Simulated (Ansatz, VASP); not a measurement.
# One calculation of SiC, two programs

```
Si C
1.0
     3.13734    0.00000    0.00000
    -1.56867    2.71701    0.00000
     0.00000    0.00000    4.93272
Si C
2 2
Direct
  0.33333 0.66667 0.25000
  0.66667 0.33333 0.75000
  0.66667 0.33333 0.25000
  0.33333 0.66667 0.75000
```

Alike in both runs: task single point; functional PBE; k mesh 6 × 6 × 4; occupations fermi-dirac, width 0.02 eV; no spin polarisation.

```csv
,VASP,Ansatz
version,VASP 6.6.1,Ansatz 0.2.0
potentials or method,"VASP PAW PBE potentials, release 64 (Si, C), cutoff 600 eV",plane waves
valence electrons in the cell,16,16
```

VASP gave:

```
pressure (GPa)                                                : 3.6
traceless stress, the component that is largest in VASP (GPa) : -3.26
```

Question: Which values does Ansatz return?

Answer: Pressure (GPa): 3.8; traceless stress, the component that is largest in VASP (GPa): -3.42.

The k mesh is coarse, so the values compare programs but aren't converged.
